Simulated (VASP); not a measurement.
# HfSiO4 (I4_1/amd) in VASP: single point with PBEsol

Aim: the single point of HfSiO4 with PBEsol.

Everything below comes from runs of VASP 6.6.1. Logs are shortened: lines on timing, memory, paths and dates and some standing lists are left out, and cuts for length are marked.

**1. The cell of the first run**

Symmetry: I4_1/amd, No. 141, tetragonal system. The conventional cell has a = 6.582 Å, b = 6.582 Å, c = 5.966 Å, α = 90.00°, β = 90.00°, γ = 90.00°. Hf (site symmetry -4m2) has 8 O at 2.11 to 2.25 Å within 2.8 Å. Within 2.2 Å of Si (site symmetry -4m2) lie 4 O at 1.63 Å. O (site symmetry m) has 1 Si at 1.63 Å and 2 Hf at 2.11 to 2.25 Å within 2.3 Å.

**2. Single point, PBEsol**

INCAR

```
SYSTEM = HfSiO4
  PREC = Accurate
  ENCUT = 520
  EDIFF = 1E-7
  ISMEAR = 0
  SIGMA = 0.02
  LREAL = .False.
  LASPH = .True.
  NELM = 60
  ALGO = Normal
  ISIF = 2
  LWAVE = .False.
  LCHARG = .False.
  GGA = PS
  NBANDS = 50
```

KPOINTS

```
Automatic mesh
0
Gamma
  6 6 6
  0 0 0
```

POSCAR

```
HfSiO4
1.0
   -3.2910116978      3.2910116978      2.9830669673
    3.2910116978     -3.2910116978      2.9830669673
    3.2910116978      3.2910116978     -2.9830669673
Hf Si O
2 2 8
Direct
    0.0000000000      0.0000000000      0.0000000000
    0.7500000000      0.2500000000      0.5000000000
    0.2500000000      0.7500000000      0.5000000000
    0.5000000000      0.5000000000      0.0000000000
    0.1333334021      0.3181250508      0.8152083512
    0.0681250508      0.7529166996      0.6847916488
    0.0681250508      0.3833334021      0.3152083512
    0.5029166996      0.3181250508      0.1847916488
    0.6818749492      0.4970833004      0.8152083512
    0.6166665979      0.9318749492      0.6847916488
    0.2470833004      0.9318749492      0.3152083512
    0.6818749492      0.8666665979      0.1847916488
```

Potentials or basis: VASP PAW PBE potentials, release 64 (Hf_pv, Si, O).

Launch:

```bash
$ cat potpaw_PBE.64/Hf_pv/POTCAR potpaw_PBE.64/Si/POTCAR potpaw_PBE.64/O/POTCAR > POTCAR
$ mpirun -np 1 vasp_std > vasp.out
```

OUTCAR:

```text
SYSTEM = HfSiO4
   PREC = Accurate
   ENCUT = 520
   EDIFF = 1E-7
   ISMEAR = 0
   LREAL = .False.
   LASPH = .True.
   NELM = 60
   ISIF = 2
   GGA = PS

 ion  position               nearest neighbor table
   1  0.000  0.000  0.000-   6 2.11  11 2.11  10 2.11   7 2.11   8 2.25   9 2.25  12 2.25   5 2.25
                             4 2.98   4 2.98   2 3.61   2 3.61   2 3.61   2 3.61
   2  0.750  0.250  0.500-   8 2.11   9 2.11   5 2.11  12 2.11   6 2.25  11 2.25   7 2.25  10 2.25
                             3 2.98   3 2.98   1 3.61   1 3.61   1 3.61   1 3.61
   3  0.250  0.750  0.500-   7 1.63  10 1.63   6 1.63  11 1.63   2 2.98   2 2.98
   4  0.500  0.500  0.000-   5 1.63  12 1.63   9 1.63   8 1.63   1 2.98   1 2.98
   5  0.133  0.318  0.815-   4 1.63   2 2.11   1 2.25
   6  0.068  0.753  0.685-   3 1.63   1 2.11   2 2.25
   7  0.068  0.383  0.315-   3 1.63   1 2.11   2 2.25
   8  0.503  0.318  0.185-   4 1.63   2 2.11   1 2.25
   9  0.682  0.497  0.815-   4 1.63   2 2.11   1 2.25
  10  0.617  0.932  0.685-   3 1.63   1 2.11   2 2.25
  11  0.247  0.932  0.315-   3 1.63   1 2.11   2 2.25
  12  0.682  0.867  0.185-   4 1.63   2 2.11   1 2.25

  LATTYP: Found a body centered tetragonal cell.
 ALAT       =     6.5820233956
 C/A-ratio  =     0.9064285518

  Lattice vectors:

 A1 = (  -3.2910116978,   3.2910116978,   2.9830669673)
 A2 = (   3.2910116978,  -3.2910116978,   2.9830669673)
 A3 = (   3.2910116978,   3.2910116978,  -2.9830669673)

Analysis of symmetry for initial positions (statically):
=====================================================================
 Subroutine PRICEL returns:
 Original cell was already a primitive cell.

 Routine SETGRP: Setting up the symmetry group for a
 body centered tetragonal supercell.

 Subroutine GETGRP returns: Found 16 space group operations
 (whereof  8 operations were pure point group operations)
 out of a pool of 16 trial point group operations.

The static configuration has the point symmetry D_2d.
 The point group associated with its full space group is D_4h.

Analysis of symmetry for dynamics (positions and initial velocities):
=====================================================================
 Subroutine PRICEL returns:
 Original cell was already a primitive cell.

 Routine SETGRP: Setting up the symmetry group for a
 body centered tetragonal supercell.

 Subroutine GETGRP returns: Found 16 space group operations
 (whereof  8 operations were pure point group operations)
 out of a pool of 16 trial point group operations.

The dynamic configuration has the point symmetry D_2d.
 The point group associated with its full space group is D_4h.

 Subroutine INISYM returns: Found 16 space group operations
 (whereof  8 operations are pure point group operations),
 and found     1 'primitive' translations

----------------------------------------------------------------------------------------

                                     Primitive cell

  volume of cell :     129.2355

  direct lattice vectors                    reciprocal lattice vectors
    -3.291011698  3.291011698  2.983066967     0.000000000  0.151928965  0.167612731
     3.291011698 -3.291011698  2.983066967     0.151928965  0.000000000  0.167612731
     3.291011698  3.291011698 -2.983066967     0.151928965  0.151928965  0.000000000

  length of vectors
     5.528128483  5.528128483  5.528128483     0.226222098  0.226222098  0.214860002

  position of ions in fractional coordinates (direct lattice)
     0.000000000  0.000000000  0.000000000
     0.750000000  0.250000000  0.500000000
     0.250000000  0.750000000  0.500000000
     0.500000000  0.500000000  0.000000000
     0.133333402  0.318125051  0.815208351
     0.068125051  0.752916700  0.684791649
     0.068125051  0.383333402  0.315208351
     0.502916700  0.318125051  0.184791649
     0.681874949  0.497083300  0.815208351
     0.616666598  0.931874949  0.684791649
     0.247083300  0.931874949  0.315208351
     0.681874949  0.866666598  0.184791649

  ion indices of the primitive-cell ions
   primitive index   ion index
                 1           1
                 2           2
                 3           3
                 4           4
                 5           5
                 6           6
                 7           7
                 8           8
                 9           9
                10          10
                11          11
                12          12

----------------------------------------------------------------------------------------

 KPOINTS: Automatic mesh

Automatic generation of k-mesh.
 Grid dimensions read from file:
 generate k-points for:    6    6    6

 Generating k-lattice:

  Cartesian coordinates                     Fractional coordinates (reciprocal lattice)
     0.000000000  0.025321494  0.027935455     0.166666667  0.000000000  0.000000000
     0.025321494  0.000000000  0.027935455     0.000000000  0.166666667  0.000000000
     0.025321494  0.025321494  0.000000000     0.000000000  0.000000000  0.166666667

  Length of vectors
     0.037703683  0.037703683  0.035810000

  Shift w.r.t. Gamma in fractional coordinates (k-lattice)
     0.000000000  0.000000000  0.000000000

 Subroutine IBZKPT returns following result:
 ===========================================

 Found     30 irreducible k-points:

 Following reciprocal coordinates:
            Coordinates               Weight
  0.000000  0.000000  0.000000      1.000000
  0.166667  0.000000  0.000000      8.000000
  0.333333  0.000000 -0.000000      8.000000
  0.500000  0.000000  0.000000      4.000000
  0.166667  0.166667  0.000000      8.000000
  0.333333  0.166667 -0.000000     16.000000
[... 16 lines left out ...]
 -0.333333 -0.333333  0.166667      8.000000
 -0.166667 -0.333333  0.166667      8.000000
 [... further k-points ...]
   k-points           NKPTS =     30   k-points in BZ     NKDIM =     30   number of bands    NBANDS=     50
   number of dos      NEDOS =    301   number of ions     NIONS =     12
   total plane-waves  NPLWV =  74088
   dimension x,y,z NGX =    42 NGY =   42 NGZ =   42
   dimension x,y,z NGXF=    84 NGYF=   84 NGZF=   84
   ions per type =               2   2   8
   NGX,Y,Z   is equivalent  to a cutoff of  12.63, 12.63, 12.63 a.u.
   NGXF,Y,Z  is equivalent  to a cutoff of  25.26, 25.26, 25.26 a.u.
 SYSTEM =  HfSiO4
   PREC   = accura    normal or accurate (medium, high low for compatibility)
   ISTART =      0    job   : 0-new  1-cont  2-samecut
   ICHARG =      2    charge: 1-file 2-atom 10-const
   ISPIN  =      1    spin polarized calculation?
   LNONCOLLINEAR =      F non collinear calculations
   LSORBIT =      F    spin-orbit coupling
   LASPH  =      T    aspherical Exc in radial PAW
   ENCUT  =  520.0 eV  38.22 Ry    6.18 a.u.  10.28 10.28 10.28*2*pi/ulx,y,z
   NELM   =     60;   NELMIN=  2; NELMDL= -5     # of ELM steps
   EDIFF  = 0.1E-06   stopping-criterion for ELM
   LREAL  =      F    real-space projection
   EDIFFG = 0.1E-05   stopping-criterion for IOM
   NSW    =      0    number of steps for IOM
   IBRION =     -1    ionic relax: 0-MD 1-quasi-New 2-CG
   NFREE  =      0    steps in history (QN), initial steepest desc. (CG)
   ISIF   =      2    stress and relaxation
   ISYM   =      2    0-nonsym 1-usesym 2-fastsym
   POTIM  = 0.5000    time-step for ionic-motion
   TEBEG  =    0.0;   TEEND  =   0.0 temperature during run
   PSTRESS=    0.0 pullay stress
   NELECT =      76.0000    total number of electrons
   NUPDOWN=      -1.0000    fix difference up-down
   EMIN   =  10.00;   EMAX   =-10.00  energy-range for DOS
   EFERMI =   0.00;   METHOD = LEGACY
   ISMEAR =     0;   SIGMA  =   0.02  broadening in eV -4-tet -1-fermi 0-gaus
   EFERMI_NEDOS =   21; number of points for ismear=-14 and -15
   IALGO  =     38    algorithm
   IMIX   =      4    mixing-type and parameters
     AMIX     =   0.40;   BMIX     =  1.00
     AMIX_MAG =   1.60;   BMIX_MAG =  1.00
  volume/ion in A,a.u.               =      10.77        72.68
  Fermi-wavevector in a.u.,A,eV,Ry     =   1.371572  2.591896 25.595429  1.881211
  Thomas-Fermi vector in A             =   2.497257
   LORBIT       =      0    0 simple, 1 ext, 2 COOP (PROOUT), +10 PAW based schemes
   GGA     = PS    functional components
   LHFCALC =     F    Hartree Fock is set to
   AEXX    =    0.0000 exact exchange contribution
   IVDW    =     0    specifies the selected vdW correction
   LEPSILON=     F    determine dielectric tensor
   LRPA    =     F    only Hartree local field effects (RPA)
 non-spin polarized calculation
 Gauss-broadening in eV      SIGMA  =   0.02
  energy-cutoff  :      520.00
  volume of cell :      129.24
 maximum number of plane-waves:      3503
 NGX is ok and might be reduce to    42
   NGX = 21   NGY = 21   NGZ = 21

 number of electron      76.0000005 magnetization

 Free energy of the ion-electron system (eV)
  ---------------------------------------------------
  ext. energy  EPLUGINS =         0.00000000
  ---------------------------------------------------
  free energy    TOTEN  =      -113.44884022 eV

  energy without entropy =     -113.44884022  energy(sigma->0) =     -113.44884022

 E-fermi :   3.3403     XC(G=0): -11.3434

 val. band max:        3.1510516289   @ k =   0.0000   0.0000   0.0000
 cond. band min:       8.4910501678   @ k =   0.3333   0.3333   0.1667
 fundamental gap:      5.3399985388
 Fermi energy:         3.3403044443

 k-point     1 :       0.0000    0.0000    0.0000
  band No.  band energies     occupation
      1     -26.0771      2.00000
      2     -26.0771      2.00000
      3     -26.0012      2.00000
      4     -25.9904      2.00000
      5     -25.8937      2.00000
      6     -25.8937      2.00000
[... 42 lines left out ...]
     49      12.3295      0.00000
     50      12.8255      0.00000
[... 1217 lines left out ...]
     49      11.9895      0.00000
     50      12.6366      0.00000

 [... further k-points ...]
[... 5 lines left out ...]
  --------------------------------------------------------------------------------------
  -------------------------------------------------------------------------------------
  Total       -1.2049832     -1.2049832     -0.8056127      0.0000000      0.0000000      0.0000000
  in kB      -14.9385945    -14.9385945     -9.9874594      0.0000000      0.0000000      0.0000000
  external PRESSURE =     -13.2882161 kB  Pullay stress =       0.0000000 kB

 VOLUME and BASIS-vectors are now :
 -----------------------------------------------------------------------------
  energy-cutoff  :      520.00
  volume of cell :      129.24
      direct lattice vectors                 reciprocal lattice vectors
    -3.291011698  3.291011698  2.983066967     0.000000000  0.151928965  0.167612731
     3.291011698 -3.291011698  2.983066967     0.151928965  0.000000000  0.167612731
     3.291011698  3.291011698 -2.983066967     0.151928965  0.151928965  0.000000000

 POSITION                                       TOTAL-FORCE (eV/Angst)
 -----------------------------------------------------------------------------------
      0.00000      0.00000      0.00000         0.000000     -0.000000      0.000000
      0.00000      3.29101      1.49153        -0.000000     -0.000000      0.000000
      3.29101      0.00000      1.49153         0.000000     -0.000000      0.000000
      0.00000      0.00000      2.98307        -0.000000     -0.000000      0.000000
      3.29101      2.07471     -1.08509        -0.000000     -0.161839     -0.162089
      4.50731      0.00000      0.40644         0.161839      0.000000     -0.162089
      2.07471     -0.00000      0.40644        -0.161839     -0.000000     -0.162089
      0.00000      1.21630      1.89798         0.000000      0.161839     -0.162089
      2.07471      3.29101      1.08509        -0.161839     -0.000000      0.162089
      3.29101      1.21630      2.57662         0.000000      0.161839      0.162089
      3.29101     -1.21630      2.57662        -0.000000     -0.161839      0.162089
      1.21630      0.00000      4.06816         0.161839      0.000000      0.162089
 -----------------------------------------------------------------------------------
    total drift:                                0.000000      0.000000     -0.000000

  FREE ENERGIE OF THE ION-ELECTRON SYSTEM (eV)
  ---------------------------------------------------
  free  energy   TOTEN  =      -113.4488402170 eV

  energy  without entropy=     -113.4488402170  energy(sigma->0) =     -113.44884022
```

Wall time 7.6 min (1 thread of Intel Xeon 8259CL, shared host); peak memory 0.35 GiB.

Results:

```yaml
Free_energy: -113.4488 eV
Pressure: -1.3 GPa
Largest_force: 0.229 eV/Å
Band_gap_on_the_k_mesh: 5.34 eV (least direct gap 5.69 eV)
```

Forces on the atoms (eV/Å):
```
Hf   0.000  0.000  0.000
Hf   0.000  0.000  0.000
Si   0.000  0.000  0.000
Si   0.000  0.000  0.000
O    0.000 -0.162 -0.162
O    0.162  0.000 -0.162
O   -0.162  0.000 -0.162
O    0.000  0.162 -0.162
O   -0.162  0.000  0.162
O    0.000  0.162  0.162
O    0.000 -0.162  0.162
O    0.162  0.000  0.162
```

Levels at points of the mesh, in eV from the valence-band top:
| k point | band 35 | band 36 | band 37 | band 38 | band 39 | band 40 | band 41 | band 42 |
| --- | --- | --- | --- | --- | --- | --- | --- | --- |
| (0.00, 0.00, 0.00) | -0.58 | -0.58 | -0.55 | 0.00 | 5.73 | 6.00 | 6.06 | 6.18 |
| (0.50, 0.00, 0.00) | -0.97 | -0.83 | -0.26 | -0.20 | 5.62 | 5.77 | 6.55 | 6.73 |
| (0.50, 0.50, 0.00) | -0.93 | -0.93 | -0.61 | -0.61 | 5.34 | 5.34 | 6.48 | 6.48 |
| (0.50, 0.50, 0.50) | -1.11 | -1.11 | -0.88 | -0.88 | 6.23 | 6.23 | 6.52 | 6.52 |

Caveat: the PAW data sets were made with another functional, which shifts forces and pressure a little; spin-orbit coupling is left out, which moves the levels of the heavy elements. A k mesh can miss the band edges.
